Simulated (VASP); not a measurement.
Wanted: the native input for a VASP 6.6.1 run.

```
Task                   : single point
Functional             : PBE
Dispersion             : D3(BJ)
Potentials or basis    : VASP PAW PBE potentials, release 64 (P)
Cutoff                 : 520 eV
k mesh                 : 9 × 9 × 1
Occupations            : gaussian, width 0.02 eV
Spin                   : no spin polarisation
Dipole correction      : yes
Further INCAR settings : ALGO = Normal; EDIFF = 1e-07; NBANDS = 12
```

The structure of P lies in POSCAR:

```
P
1.0
    3.4490000000      0.0000000000      0.0000000000
   -1.7245000000      2.9869216177      0.0000000000
    0.0000000000      0.0000000000     28.0000000000
P
2
Direct
    0.3333333333      0.6666666667      0.5143035714
    0.6666666667      0.3333333333      0.4856964286
```

One way to write it, as run:

INCAR

```
ALGO = Normal
DIPOL = 0.5 0.5 0.500
EDIFF = 1E-7
ENCUT = 520
GGA = PE
IDIPOL = 3
ISIF = 2
ISMEAR = 0
IVDW = 12
LASPH = True
LCHARG = False
LDIPOL = True
LREAL = False
LWAVE = False
NBANDS = 12
NELM = 80
PREC = Accurate
SIGMA = 0.02
```

KPOINTS

```
k-points
0
Gamma
  9 9 1
```

Potentials or basis: VASP PAW PBE potentials, release 64 (P).

The run is started by

```sh
$ cat potpaw_PBE.64/P/POTCAR > POTCAR
$ mpirun -np 1 vasp_std > vasp.out
```

It gave:

```
Largest force              : 2.680 eV/Å
Band gap on the k mesh     : zero (band 5 reaches -3.10 eV, above the bottom of band 6 at -3.69 eV)
Dispersion energy per atom : -0.194 eV
```

Run time: 2.5 min on 1 thread of AMD EPYC 7R13, with other jobs on the host, peak memory 0.36 GiB.
